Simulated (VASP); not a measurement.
# Yb (P6/mmm) in VASP: single point with BLYP

Aim: the single point of Yb with BLYP.

All numbers are computed with VASP 6.6.1; they aren't measurements. Logs are shortened: lines on timing, memory, paths and dates and some standing lists are left out, and cuts for length are marked.

### 1 The cell of the first run

The structure is hexagonal, space group P6/mmm (No. 191). The conventional cell has a = 5.998 Å, b = 5.998 Å, c = 3.578 Å, α = 90.00°, β = 90.00°, γ = 120.00°. Within 4.7 Å of Yb (site symmetry 6/mmm) lie 14 Yb at 3.58 to 3.90 Å. Yb (site symmetry -6m2) has 11 Yb at 3.46 to 3.90 Å within 4.6 Å.

This isn't the form of Yb at room conditions, which is fcc.

### 2 Single point, BLYP

The input, INCAR:

```
PREC = Accurate
ENCUT = 520
EDIFF = 1E-7
ISMEAR = -1
SIGMA = 0.1
LREAL = False
LASPH = True
NELM = 100
ALGO = Normal
ISIF = 2
LWAVE = False
LCHARG = False
GGA = B5
ALDAX = 1.0
AGGAX = 1.0
AGGAC = 1.0
ALDAC = 0.0
NBANDS = 43
```

The input, KPOINTS:

```
Automatic mesh
0
Gamma
  8 8 12
```

The input, POSCAR:

```
Yb
1.0
    5.9979730400      0.0000000000      0.0000000000
   -2.9989865200      5.1943970239      0.0000000000
    0.0000000000      0.0000000000      3.5779268928
Yb
3
Direct
    0.0000000000      1.0000000000      0.0000000000
    0.3333333333      0.6666666667      0.5000000000
    0.6666666667      0.3333333333      0.5000000000
```

Potentials or basis: VASP PAW PBE potentials, release 64 (Yb).

Launch:

```console
cat potpaw_PBE.64/Yb/POTCAR > POTCAR
mpirun -np 1 vasp_std > vasp.out
```

OUTCAR:

```text
PREC = Accurate
   ENCUT = 520
   EDIFF = 1E-7
   ISMEAR = -1
   LREAL = False
   LASPH = True
   NELM = 100
   ISIF = 2
   GGA = B5

 ion  position               nearest neighbor table
   1  0.000  0.000  0.000-
   2  0.333  0.667  0.500-   3 3.46   3 3.46   3 3.46
   3  0.667  0.333  0.500-   2 3.46   2 3.46   2 3.46

  LATTYP: Found a hexagonal cell.
 ALAT       =     5.9979730400
 C/A-ratio  =     0.5965226701

  Lattice vectors:

 A1 = (   5.9979730400,   0.0000000000,   0.0000000000)
 A2 = (  -2.9989865200,   5.1943970239,   0.0000000000)
 A3 = (   0.0000000000,   0.0000000000,   3.5779268928)

Analysis of symmetry for initial positions (statically):
=====================================================================
 Subroutine PRICEL returns:
 Original cell was already a primitive cell.

 Routine SETGRP: Setting up the symmetry group for a
 hexagonal supercell.

 Subroutine GETGRP returns: Found 24 space group operations
 (whereof 24 operations were pure point group operations)
 out of a pool of 24 trial point group operations.

The static configuration has the point symmetry D_6h.

Analysis of symmetry for dynamics (positions and initial velocities):
=====================================================================
 Subroutine PRICEL returns:
 Original cell was already a primitive cell.

 Routine SETGRP: Setting up the symmetry group for a
 hexagonal supercell.

 Subroutine GETGRP returns: Found 24 space group operations
 (whereof 24 operations were pure point group operations)
 out of a pool of 24 trial point group operations.

The dynamic configuration has the point symmetry D_6h.

 Subroutine INISYM returns: Found 24 space group operations
 (whereof 24 operations are pure point group operations),
 and found     1 'primitive' translations

----------------------------------------------------------------------------------------

                                     Primitive cell

  volume of cell :     111.4734

  direct lattice vectors                    reciprocal lattice vectors
     5.997973040  0.000000000  0.000000000     0.166722990  0.096257563  0.000000000
[... 76 lines left out ...]
   NGX,Y,Z   is equivalent  to a cutoff of  13.30, 13.30, 13.01 a.u.
   NGXF,Y,Z  is equivalent  to a cutoff of  26.61, 26.61, 26.02 a.u.
 SYSTEM =  unknown system
   PREC   = accura    normal or accurate (medium, high low for compatibility)
   ISTART =      0    job   : 0-new  1-cont  2-samecut
   ICHARG =      2    charge: 1-file 2-atom 10-const
   ISPIN  =      1    spin polarized calculation?
   LNONCOLLINEAR =      F non collinear calculations
   LSORBIT =      F    spin-orbit coupling
   LASPH  =      T    aspherical Exc in radial PAW
   ENCUT  =  520.0 eV  38.22 Ry    6.18 a.u.  11.15 11.15  6.65*2*pi/ulx,y,z
   NELM   =    100;   NELMIN=  2; NELMDL= -5     # of ELM steps
   EDIFF  = 0.1E-06   stopping-criterion for ELM
   LREAL  =      F    real-space projection
   EDIFFG = 0.1E-05   stopping-criterion for IOM
   NSW    =      0    number of steps for IOM
   IBRION =     -1    ionic relax: 0-MD 1-quasi-New 2-CG
   NFREE  =      0    steps in history (QN), initial steepest desc. (CG)
   ISIF   =      2    stress and relaxation
   ISYM   =      2    0-nonsym 1-usesym 2-fastsym
   POTIM  = 0.5000    time-step for ionic-motion
   TEBEG  =    0.0;   TEEND  =   0.0 temperature during run
   PSTRESS=    0.0 pullay stress
   NELECT =      72.0000    total number of electrons
   NUPDOWN=      -1.0000    fix difference up-down
   EMIN   =  10.00;   EMAX   =-10.00  energy-range for DOS
   EFERMI =   0.00;   METHOD = LEGACY
   ISMEAR =    -1;   SIGMA  =   0.10  broadening in eV -4-tet -1-fermi 0-gaus
   EFERMI_NEDOS =   21; number of points for ismear=-14 and -15
   IALGO  =     38    algorithm
   IMIX   =      4    mixing-type and parameters
     AMIX     =   0.40;   BMIX     =  1.00
     AMIX_MAG =   1.60;   BMIX_MAG =  1.00
  volume/ion in A,a.u.               =      37.16       250.75
  Fermi-wavevector in a.u.,A,eV,Ry     =   1.415127  2.674201 27.246800  2.002583
  Thomas-Fermi vector in A             =   2.536597
   LORBIT       =      0    0 simple, 1 ext, 2 COOP (PROOUT), +10 PAW based schemes
   GGA     = B5    functional components
   LHFCALC =     F    Hartree Fock is set to
   AEXX    =    0.0000 exact exchange contribution
   IVDW    =     0    specifies the selected vdW correction
   LEPSILON=     F    determine dielectric tensor
   LRPA    =     F    only Hartree local field effects (RPA)
 non-spin polarized calculation
  energy-cutoff  :      520.00
  volume of cell :      111.47
 maximum number of plane-waves:      3027
 NGX is ok and might be reduce to    48
   NGX = 23   NGY = 23   NGZ = 13

 number of electron      72.0000024 magnetization

 Free energy of the ion-electron system (eV)
  ---------------------------------------------------
  ext. energy  EPLUGINS =         0.00000000
  ---------------------------------------------------
  free energy    TOTEN  =        -8.17212585 eV

  energy without entropy =       -7.91328571  energy(sigma->0) =       -8.04270578

 E-fermi :   1.9651     XC(G=0):  -8.8479

 val. band max:        1.9620100891   @ k =   0.1250   0.0000   0.2500
 cond. band min:       1.9669440290   @ k =   0.3750   0.2500   0.5000
 fundamental gap:      0.0049339399
 Fermi energy:         1.9650746679

 k-point     1 :       0.0000    0.0000    0.0000
  band No.  band energies     occupation
      1     -49.6958      2.00000
      2     -49.6756      2.00000
      3     -49.6724      2.00000
      4     -22.3761      2.00000
      5     -22.3761      2.00000
      6     -22.2590      2.00000
[... 1093 lines left out ...]
     42       4.0503      0.00000
     43       4.6001      0.00000

 [... further k-points ...]
[... 5 lines left out ...]
  --------------------------------------------------------------------------------------
  -------------------------------------------------------------------------------------
  Total        0.9146741      0.9146741      0.8537402      0.0000000      0.0000000      0.0000000
  in kB       13.1463694     13.1463694     12.2705829      0.0000000      0.0000000      0.0000000
  external PRESSURE =      12.8544406 kB  Pullay stress =       0.0000000 kB

 VOLUME and BASIS-vectors are now :
 -----------------------------------------------------------------------------
  energy-cutoff  :      520.00
  volume of cell :      111.47
      direct lattice vectors                 reciprocal lattice vectors
     5.997973040  0.000000000  0.000000000     0.166722990  0.096257563  0.000000000
    -2.998986520  5.194397024  0.000000000     0.000000000  0.192515126  0.000000000
     0.000000000  0.000000000  3.577926893     0.000000000  0.000000000  0.279491457

 POSITION                                       TOTAL-FORCE (eV/Angst)
 -----------------------------------------------------------------------------------
      0.00000      0.00000      0.00000         0.000000      0.000000      0.000000
     -0.00000      3.46293      1.78896         0.000000     -0.000000      0.000000
      2.99899      1.73147      1.78896        -0.000000      0.000000      0.000000
 -----------------------------------------------------------------------------------
    total drift:                               -0.000000      0.000000     -0.000000

  FREE ENERGIE OF THE ION-ELECTRON SYSTEM (eV)
  ---------------------------------------------------
  free  energy   TOTEN  =        -8.1721258473 eV

  energy  without entropy=       -7.9132857063  energy(sigma->0) =       -8.04270578
```

Run time: 17 min. Hardware: 1 thread of Intel Xeon 6975P-C (Granite Rapids), shared host; peak memory 0.44 GiB.

What came out:

| Property | Result |
| --- | --- |
| Free energy | -8.1721 eV |
| Pressure | 1.3 GPa |
| Band gap on the k mesh | zero (bands 36 and 37 overlap by 0.45 eV) |

Levels at points of the mesh, in eV from the Fermi level:
```csv
k point,band 33,band 34,band 35,band 36,band 37,band 38,band 39,band 40
"(0.00, 0.00, 0.00)",-0.48,-0.47,-0.40,0.26,0.26,0.29,0.29,0.31
"(0.50, 0.00, 0.00)",-0.49,-0.48,-0.48,-0.47,0.59,1.14,1.26,1.30
"(0.00, 0.00, 0.50)",-0.50,-0.50,-0.49,-0.19,-0.19,0.02,0.02,2.12
"(0.50, 0.00, 0.50)",-0.49,-0.47,-0.46,-0.07,0.18,0.30,0.43,0.91
```

Caveat: the PAW data sets were made with another functional, which shifts forces and pressure a little; spin-orbit coupling is left out, which moves the levels of the heavy elements. Spin polarisation is off, so any magnetic state and its effect on volume and gap are missing.
